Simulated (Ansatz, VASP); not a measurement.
## Cu in VASP and in Ansatz

INCAR

```
SYSTEM = Cu
ALGO = Normal
EDIFF = 1E-6
EDIFFG = -0.02
ENCUT = 600
GGA = PE
IBRION = 2
ISIF = 3
ISMEAR = 0
LASPH = .TRUE.
LCHARG = .FALSE.
LREAL = .FALSE.
LWAVE = .FALSE.
NELM = 60
NSW = 90
PREC = Accurate
SIGMA = 0.1
```

File KPOINTS:

```
k-points
0
G
  16 16 16
  0 0 0
```

File POSCAR:

```
Cu
1.0
    0.0000000000      1.8075000000      1.8075000000
    1.8075000000      0.0000000000      1.8075000000
    1.8075000000      1.8075000000      0.0000000000
Cu
1
Direct
    0.0000000000      0.0000000000      0.0000000000
```

Input for Ansatz:

```yaml
crystal:
  lattice:
    - [0.0, 1.8075, 1.8075]
    - [1.8075, 0.0, 1.8075]
    - [1.8075, 1.8075, 0.0]
  atoms:
    - { symbol: Cu, position: [0.0, 0.0, 0.0] }
basis:
  ecutwfc: 420
kpoints:
  mp_grid: { grid: [16, 16, 16] }
hamiltonian:
  xc: pbe
scf:
  occupations: { method: gaussian, width: 0.1 }
output:
  forces: true
  stress: true
  eigenvalues: true
relax:
  adjacent_minimum: "off"
  f_tol: 0.02
  max_steps: 70
  cell: { stress_tol: 0.1 }
```

Alike in both runs: task relaxation of cell and atoms; functional PBE; k mesh 16 × 16 × 16; occupations gaussian, width 0.1 eV; no spin polarisation.

|  | VASP | Ansatz |
| --- | --- | --- |
| version | VASP 6.6.1 | Ansatz 0.2.0 |
| potentials or method | VASP PAW PBE potentials, release 64 (Cu), cutoff 600 eV | scalar-relativistic, plane waves, PAW |
| valence electrons in the cell | 11 | 19 |

Ansatz gave:

- gap on the k mesh at the Fermi level, each at its own relaxed structure (eV): none
- relaxed volume (Å³/atom): 11.96
- relaxed cell length with the largest relative difference (Å): 2.567

Q: What did VASP give for the same quantities?

A: gap on the k mesh at the Fermi level, each at its own relaxed structure (eV): none; relaxed volume (Å³/atom): 12.01; relaxed cell length with the largest relative difference (Å): 2.571.

A gap of «none» marks a metal or a gap that the smearing closes. VASP's potentials hold 11 valence electrons a cell and Ansatz's 19, so a difference there can come from the potentials and not from the codes.
